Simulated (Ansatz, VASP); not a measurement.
**BP in VASP and in Ansatz**

```
B P
1.0
     0.00000    2.22268    2.22268
     2.22268    0.00000    2.22268
     2.22268    2.22268    0.00000
B P
1 1
Direct
  0.00000 0.00000 0.00000
  0.25000 0.25000 0.25000
```

Change from the starting cell: volume scaled by 0.94, ions relaxed.

Alike in both runs: functional PBE; k mesh 16 × 16 × 16; occupations fermi-dirac, width 0.02 eV; no spin polarisation.

Ansatz relaxed the structure, and its values are those at the end. VASP's run is a single point on that final structure, the one shown.

```csv
,VASP,Ansatz
version,VASP 6.6.1,Ansatz 0.2.0
potentials or method,"VASP PAW PBE potentials, release 64 (B, P)","plane-wave PAW, scalar-relativistic"
plane-wave cutoff (eV),520,420
valence electrons in the cell,8,8
```

VASP gave:

| Quantity | Value |
| --- | --- |
| gap on the k mesh at the Fermi level (eV) | 1.15 |
| pressure (GPa) | 12.4 |

Task: What did Ansatz give for the same quantities?

Result: gap on the k mesh at the Fermi level (eV): 1.15; pressure (GPa): 12.7.

With one functional, cell and mesh, what is left measures potentials, basis and numerics. Ansatz's warnings: stress scf threshold loose.
